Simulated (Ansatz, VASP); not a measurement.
# F in VASP and in Ansatz

```
F
1.0
    14.00000    0.00000    0.00000
     0.00000   14.50000    0.00000
     0.00000    0.00000   15.00000
F
2
Direct
  0.45716 0.49948 0.47504
  0.54284 0.50052 0.52496
```

Alike in both runs: functional PBE; k mesh 1 × 1 × 1; occupations gaussian, width 0.005 eV; no spin polarisation.

Ansatz relaxed the structure, and its values are those at the end. VASP's run is a single point on that final structure, the one shown.

|  | VASP | Ansatz |
| --- | --- | --- |
| version | VASP 6.6.1 | Ansatz 0.2.0 |
| potentials or method | VASP PAW PBE potentials, release 64 (F), cutoff 520 eV | scalar-relativistic, plane waves, PAW |
| valence electrons in the cell | 14 | 14 |

VASP gave:

```
gap on the k mesh at the Fermi level (eV) : 3.53
rms of the force components (eV/Å)        : 0.216
```

Task: Estimate Ansatz's values.

Result: gap on the k mesh at the Fermi level (eV): 3.60; rms of the force components (eV/Å): 0.001.

One of these differences is far larger than is usual between the two programs; its cause wasn't traced. With one functional, cell and mesh, what is left measures potentials, basis and numerics.
